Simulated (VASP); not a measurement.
A run of VASP 6.6.1:

File INCAR:

```
SYSTEM = Sb3H
ALGO = Normal
DIPOL = 0.5 0.5 0.476
EDIFF = 1E-6
EDIFFG = -0.03
ENCUT = 520
GGA = PS
IBRION = 2
IDIPOL = 3
ISIF = 2
ISMEAR = 0
LASPH = .True.
LCHARG = .False.
LDIPOL = .True.
LREAL = .False.
LWAVE = .False.
NELM = 80
NSW = 90
PREC = Accurate
SIGMA = 0.1
```

KPOINTS

```
k-points
0
Gamma
  9 9 1
  0 0 0
```

Contents of POSCAR:

```
Sb3H
1.0
    3.0617437800      0.0000000000      0.0000000000
    0.0000000000      3.0617437800      0.0000000000
    0.0000000000      0.0000000000     25.1234875600
Sb H
3 1
Selective dynamics
Direct
    0.0000000000      0.0000000000      0.3383288240  F F F
    0.0000000000      0.0000000000      0.4559479729  T T T
    0.0000000000      0.0000000000      0.5735446942  T T T
    0.5000000000      0.5000000000      0.5353334388  T T T
```

Potentials or basis: VASP PAW PBE potentials, release 64 (Sb, H).

Run with:

```console
$ cat potpaw_PBE.64/Sb/POTCAR potpaw_PBE.64/H/POTCAR > POTCAR
$ mpirun -np 1 vasp_std > vasp.out
```

Hardware: 1 thread of Intel(R) Xeon(R) Platinum 8488C (Sapphire Rapids) (shared host).

Task: Estimate the wall time of this run.

Result: It took 4.7 min on 1 thread of Intel(R) Xeon(R) Platinum 8488C (Sapphire Rapids), with other jobs on the host, peak memory 0.35 GiB. Counts: scf iterations 132, k points 15, ion steps 14.
